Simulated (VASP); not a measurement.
# SnO2 (C2) in VASP: a series of runs, part 2 of 2

VASP 6.6.1.

## Step 4: Single point, PBE (atoms displaced along a vibrational mode, the cell strained)

INCAR reads:

```
SYSTEM = SnO2
  PREC = Accurate
  ENCUT = 520
  EDIFF = 1E-6
  ISMEAR = 0
  SIGMA = 0.05
  LREAL = .False.
  LASPH = .True.
  NELM = 100
  ALGO = Normal
  ISIF = 2
  LWAVE = .False.
  LCHARG = .True.
  GGA = PE
  LELF = .True.
  LVHAR = .True.
  NBANDS = 20
```

KPOINTS reads:

```
Automatic mesh
0
Gamma
  12 12 12
  0 0 0
```

POSCAR reads:

```
SnO2
1.0
    1.6571852238      0.9567763351      5.0412117607
   -1.6571852238      0.9567763351      5.0412117607
    0.0000000000     -1.9135526701      5.0412117607
Sn O
1 2
Direct
    0.5098364945      0.4901635055      0.5000000000
    0.1983900727      0.2713752757      0.2348826742
    0.7286247243      0.8016099273      0.7651173258
```

Potentials or basis: VASP PAW PBE potentials, release 64 (Sn_d, O).

Run with:

```bash
cat potpaw_PBE.64/Sn_d/POTCAR potpaw_PBE.64/O/POTCAR > POTCAR
mpirun -np 1 vasp_std > vasp.out
```

OUTCAR:

```text
SYSTEM = SnO2
   PREC = Accurate
   ENCUT = 520
   EDIFF = 1E-6
   ISMEAR = 0
   LREAL = .False.
   LASPH = .True.
   NELM = 100
   ISIF = 2
   GGA = PE

 ion  position               nearest neighbor table
   1  0.510  0.490  0.500-   2 2.06   3 2.06   3 2.18   2 2.18   2 2.29   3 2.29
   2  0.198  0.271  0.235-   1 2.06   1 2.18   1 2.29
   3  0.729  0.802  0.765-   1 2.06   1 2.18   1 2.29

  LATTYP: Found a trigonal (rhomboedric) cell.
 ALAT       =     5.3921702345
 COS(alpha) =     0.8110943660

  Lattice vectors:

 A1 = (   1.6571852238,   0.9567763351,   5.0412117607)
 A2 = (  -1.6571852238,   0.9567763351,   5.0412117607)
 A3 = (   0.0000000000,  -1.9135526701,   5.0412117607)

Analysis of symmetry for initial positions (statically):
=====================================================================
 Subroutine PRICEL returns:
 Original cell was already a primitive cell.

 Routine SETGRP: Setting up the symmetry group for a
 trigonal (rhombohedral) supercell.

 Subroutine GETGRP returns: Found  2 space group operations
 (whereof  2 operations were pure point group operations)
 out of a pool of 12 trial point group operations.

The static configuration has the point symmetry C_2 .

Analysis of symmetry for dynamics (positions and initial velocities):
=====================================================================
 Subroutine PRICEL returns:
 Original cell was already a primitive cell.

 Routine SETGRP: Setting up the symmetry group for a
 trigonal (rhombohedral) supercell.

 Subroutine GETGRP returns: Found  2 space group operations
 (whereof  2 operations were pure point group operations)
 out of a pool of 12 trial point group operations.

The dynamic configuration has the point symmetry C_2 .

 Subroutine INISYM returns: Found  2 space group operations
 (whereof  2 operations are pure point group operations),
 and found     1 'primitive' translations

----------------------------------------------------------------------------------------

                                     Primitive cell

  volume of cell :      47.9587

  direct lattice vectors                    reciprocal lattice vectors
     1.657185224  0.956776335  5.041211761     0.301716424  0.174196059  0.066121669
    -1.657185224  0.956776335  5.041211761    -0.301716424  0.174196059  0.066121669
     0.000000000 -1.913552670  5.041211761     0.000000000 -0.348392117  0.066121669

  length of vectors
     5.392170234  5.392170234  5.392170234     0.354611256  0.354611256  0.354611256

  position of ions in fractional coordinates (direct lattice)
     0.509836495  0.490163505  0.500000000
     0.198390073  0.271375276  0.234882674
     0.728624724  0.801609927  0.765117326

  ion indices of the primitive-cell ions
   primitive index   ion index
                 1           1
                 2           2
                 3           3

----------------------------------------------------------------------------------------

 KPOINTS: Automatic mesh

Automatic generation of k-mesh.
 Grid dimensions read from file:
 generate k-points for:   12   12   12

 Generating k-lattice:

  Cartesian coordinates                     Fractional coordinates (reciprocal lattice)
     0.025143035  0.014516338  0.005510139     0.083333333  0.000000000 -0.000000000
    -0.025143035  0.014516338  0.005510139     0.000000000  0.083333333 -0.000000000
     0.000000000 -0.029032676  0.005510139    -0.000000000 -0.000000000  0.083333333

  Length of vectors
     0.029550938  0.029550938  0.029550938

  Shift w.r.t. Gamma in fractional coordinates (k-lattice)
     0.000000000  0.000000000  0.000000000

 Subroutine IBZKPT returns following result:
 ===========================================

 Found    476 irreducible k-points:

 Following reciprocal coordinates:
            Coordinates               Weight
  0.000000  0.000000  0.000000      1.000000
  0.083333 -0.000000 -0.000000      4.000000
 -0.000000 -0.000000  0.083333      2.000000
  0.166667 -0.000000 -0.000000      4.000000
 -0.000000 -0.000000  0.166667      2.000000
  0.250000 -0.000000 -0.000000      4.000000
[... 16 lines left out ...]
 -0.333333  0.000000 -0.083333      4.000000
  0.083333  0.000000  0.333333      4.000000
 [... further k-points ...]
   k-points           NKPTS =    476   k-points in BZ     NKDIM =    476   number of bands    NBANDS=     20
   number of dos      NEDOS =    301   number of ions     NIONS =      3
   total plane-waves  NPLWV =  64000
   dimension x,y,z NGX =    40 NGY =   40 NGZ =   40
   dimension x,y,z NGXF=    80 NGYF=   80 NGZF=   80
   ions per type =               1   2
   NGX,Y,Z   is equivalent  to a cutoff of  12.33, 12.33, 12.33 a.u.
   NGXF,Y,Z  is equivalent  to a cutoff of  24.66, 24.66, 24.66 a.u.
 SYSTEM =  SnO2
   PREC   = accura    normal or accurate (medium, high low for compatibility)
   ISTART =      0    job   : 0-new  1-cont  2-samecut
   ICHARG =      2    charge: 1-file 2-atom 10-const
   ISPIN  =      1    spin polarized calculation?
   LNONCOLLINEAR =      F non collinear calculations
   LSORBIT =      F    spin-orbit coupling
   LASPH  =      T    aspherical Exc in radial PAW
   ENCUT  =  520.0 eV  38.22 Ry    6.18 a.u.  10.03 10.03 10.03*2*pi/ulx,y,z
   NELM   =    100;   NELMIN=  2; NELMDL= -5     # of ELM steps
   EDIFF  = 0.1E-05   stopping-criterion for ELM
   LREAL  =      F    real-space projection
   EDIFFG = 0.1E-04   stopping-criterion for IOM
   NSW    =      0    number of steps for IOM
   IBRION =     -1    ionic relax: 0-MD 1-quasi-New 2-CG
   NFREE  =      0    steps in history (QN), initial steepest desc. (CG)
   ISIF   =      2    stress and relaxation
   ISYM   =      2    0-nonsym 1-usesym 2-fastsym
   POTIM  = 0.5000    time-step for ionic-motion
   TEBEG  =    0.0;   TEEND  =   0.0 temperature during run
   PSTRESS=    0.0 pullay stress
   NELECT =      26.0000    total number of electrons
   NUPDOWN=      -1.0000    fix difference up-down
   EMIN   =  10.00;   EMAX   =-10.00  energy-range for DOS
   EFERMI =   0.00;   METHOD = LEGACY
   ISMEAR =     0;   SIGMA  =   0.05  broadening in eV -4-tet -1-fermi 0-gaus
   EFERMI_NEDOS =   21; number of points for ismear=-14 and -15
   IALGO  =     38    algorithm
   IMIX   =      4    mixing-type and parameters
     AMIX     =   0.40;   BMIX     =  1.00
     AMIX_MAG =   1.60;   BMIX_MAG =  1.00
  volume/ion in A,a.u.               =      15.99       107.88
  Fermi-wavevector in a.u.,A,eV,Ry     =   1.334884  2.522564 24.244414  1.781914
  Thomas-Fermi vector in A             =   2.463631
   LORBIT       =      0    0 simple, 1 ext, 2 COOP (PROOUT), +10 PAW based schemes
   GGA     = PE    functional components
   LHFCALC =     F    Hartree Fock is set to
   AEXX    =    0.0000 exact exchange contribution
   IVDW    =     0    specifies the selected vdW correction
   LEPSILON=     F    determine dielectric tensor
   LRPA    =     F    only Hartree local field effects (RPA)
 non-spin polarized calculation
 Gauss-broadening in eV      SIGMA  =   0.05
  energy-cutoff  :      520.00
  volume of cell :       47.96
 maximum number of plane-waves:      1314
   NGX = 21   NGY = 21   NGZ = 21

 number of electron      26.0000003 magnetization

 Free energy of the ion-electron system (eV)
  ---------------------------------------------------
  ext. energy  EPLUGINS =         0.00000000
  ---------------------------------------------------
  free energy    TOTEN  =       -18.00057746 eV

  energy without entropy =      -18.00057746  energy(sigma->0) =      -18.00057746

 E-fermi :   2.5438     XC(G=0):  -9.4585

 val. band max:        2.3213697634   @ k =  -0.1667   0.1667   0.0000
 cond. band min:       3.8804692548   @ k =   0.0000   0.0000   0.0000
 fundamental gap:      1.5590994914
 Fermi energy:         2.5438220446

 k-point     1 :       0.0000    0.0000    0.0000
  band No.  band energies     occupation
      1     -17.6929      2.00000
      2     -17.6224      2.00000
      3     -17.5458      2.00000
      4     -17.4365      2.00000
      5     -17.4231      2.00000
      6     -15.2722      2.00000
[... 12 lines left out ...]
     19      18.5682      0.00000
[... 513 lines left out ...]
      4     -17.4540      2.00000
      5     -17.3753      2.00000
      6     -14.6053      2.00000
[... 12 lines left out ...]
     19      15.2270      0.00000
     20      17.5147      0.00000

 [... further k-points ...]

------------------------ aborting loop because EDIFF is reached ----------------------------------------

  FORCE on cell =-STRESS in cart. coord.  units (eV):
  Direction    XX          YY          ZZ          XY          YZ          ZX
  --------------------------------------------------------------------------------------
  -------------------------------------------------------------------------------------
  Total       -2.0744830     -2.6171670     -1.0194550      0.0000000      0.4913421      0.0000000
  in kB      -69.3031200    -87.4327916    -34.0573591      0.0000000     16.4144718      0.0000000
  external PRESSURE =     -63.5977569 kB  Pullay stress =       0.0000000 kB

 VOLUME and BASIS-vectors are now :
 -----------------------------------------------------------------------------
  energy-cutoff  :      520.00
  volume of cell :       47.96
      direct lattice vectors                 reciprocal lattice vectors
     1.657185224  0.956776335  5.041211761     0.301716424  0.174196059  0.066121669
    -1.657185224  0.956776335  5.041211761    -0.301716424  0.174196059  0.066121669
     0.000000000 -1.913552670  5.041211761     0.000000000 -0.348392117  0.066121669

 POSITION                                       TOTAL-FORCE (eV/Angst)
 -----------------------------------------------------------------------------------
      0.03260      0.00000      7.56182        -1.562815     -0.000000      0.000000
     -0.12095      0.00000      3.55228         0.781408      0.238892     -0.432719
     -0.12095      0.00000     11.57136         0.781408     -0.238892      0.432719
 -----------------------------------------------------------------------------------
    total drift:                               -0.000166     -0.000000      0.000000

  FREE ENERGIE OF THE ION-ELECTRON SYSTEM (eV)
  ---------------------------------------------------
  free  energy   TOTEN  =       -18.0005774650 eV

  energy  without entropy=      -18.0005774650  energy(sigma->0) =      -18.00057746
```

Wall time 18 min (1 thread of Oxide Virtual Turin-like, shared host); peak memory 0.51 GiB.

What came out:

```
Free energy            : -18.0006 eV
Pressure               : -6.4 GPa
Largest force          : 1.563 eV/Å
Band gap on the k mesh : 1.56 eV (least direct gap 1.67 eV)
```

Forces on the atoms (eV/Å):
```
Sn  -1.563  0.000  0.000
O    0.781  0.239 -0.433
O    0.781 -0.239  0.433
```

Stress tensor (GPa, compression positive):
```
-6.93  0.00  0.00
 0.00 -8.74  1.64
 0.00  1.64 -3.41
```

Caveat: the cell differs from its parent crystal (atoms displaced along a vibrational mode, the cell strained); the cell stands under tension; spin-orbit coupling is left out, which moves the levels of the heavy elements; forces of over 1 eV/Å act on the atoms, so gaps and moduli don't describe the material at rest.

## Step 5: Summary

```csv
cell,gap on the mesh (eV),pressure (GPa),largest force (eV/Å)
"a = 5.326 Å, angles 35.8°, 3 atoms",1.76,-2.2,1.85
"a = 5.195 Å, angles 35.8°, 3 atoms",2.23,8.9,2.54
"a = 5.392 Å, angles 35.8°, 3 atoms",1.56,-6.4,1.56
```

Alike in all rows: task single point; level PBE; potentials or basis VASP PAW PBE potentials, release 64 (Sn_d, O); no spin polarisation; k mesh 12 × 12 × 12; cutoff (eV) 520; smearing gaussian 0.05 eV.

Caveats: spin-orbit coupling is left out, which moves the levels of the heavy elements; forces of over 1 eV/Å act on the atoms, so gaps and moduli don't describe the material at rest; the cell stands under pressure (at least some runs); the cell stands under tension (at least some runs).

Absolute energies hang on the potentials; compare differences alone.
